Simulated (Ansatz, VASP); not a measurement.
# MgSnO4: VASP beside Ansatz

```
CELL_PARAMETERS angstrom
3.38313 -3.41752 0.00000
3.38313 3.41752 0.00000
0.00000 0.00000 3.21654
ATOMIC_POSITIONS crystal
Mg 0.50000 0.50000 0.00000
Sn 0.00000 0.00000 0.50000
O 0.19842 0.80158 0.00000
O 0.80158 0.19842 0.00000
O 0.30205 0.30205 0.50000
O 0.69795 0.69795 0.50000
```

Change from the starting cell: species swapped into the TaVO4 type (Cmmm, No. 65).

Alike in both runs: functional PBE; k mesh 4 × 4 × 6; occupations gaussian, width 0.1 eV; no spin polarisation.

Ansatz relaxed the structure, and its values are those at the end. VASP's run is a single point on that final structure, the one shown.

|  | VASP | Ansatz |
| --- | --- | --- |
| version | VASP 6.6.1 | Ansatz 0.2.0 |
| potentials or method | VASP PAW PBE potentials, release 64 (Mg, Sn_d, O), cutoff 520 eV | scalar-relativistic, plane waves, PAW |
| valence electrons in the cell | 40 | 48 |

```tsv
	VASP	Ansatz	Ansatz less VASP
gap on the k mesh at the Fermi level (eV)	none	none	-
pressure (GPa)	0.1	0.0	-0.10
rms of the force components (eV/Å)	0.035	0.002	-0.0335
```

A gap of «none» marks a metal or a gap that the smearing closes. With one functional, cell and mesh, what is left measures potentials, basis and numerics. VASP's potentials hold 40 valence electrons a cell and Ansatz's 48, so a difference there can come from the potentials and not from the codes.
